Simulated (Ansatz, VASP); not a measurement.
One calculation of OsPd4, two programs

```
Pd Os
1.0
     4.52128    0.00000    0.00000
    -2.26064    3.91554    0.00000
     0.00000    0.00000    5.22683
Pd Os
4 1
Direct
  0.33333 0.66667 0.00000
  0.66667 0.33333 0.00000
  0.33333 0.66667 0.50000
  0.66667 0.33333 0.50000
  0.00000 0.00000 0.50000
```

Alike in both runs: functional PBE; k mesh 6 × 6 × 4; occupations gaussian, width 0.1 eV; no spin polarisation.

Ansatz relaxed the structure, and its values are those at the end. VASP's run is a single point on that final structure, the one shown.

```csv
,VASP,Ansatz
version,VASP 6.6.1,Ansatz 0.2.0
potentials or method,"VASP PAW PBE potentials, release 64 (Pd, Os), cutoff 600 eV","scalar-relativistic, plane waves, PAW"
valence electrons in the cell,48,88
```

VASP gave:

- gap on the k mesh at the Fermi level (eV): none
- pressure (GPa): -0.4

Q: What did Ansatz give for the same quantities?

A: gap on the k mesh at the Fermi level (eV): none; pressure (GPa): 0.0.

A gap of «none» marks a metal or a gap that the smearing closes. VASP's potentials hold 48 valence electrons a cell and Ansatz's 88, so a difference there can come from the potentials and not from the codes.

Neither program's run includes spin-orbit coupling.
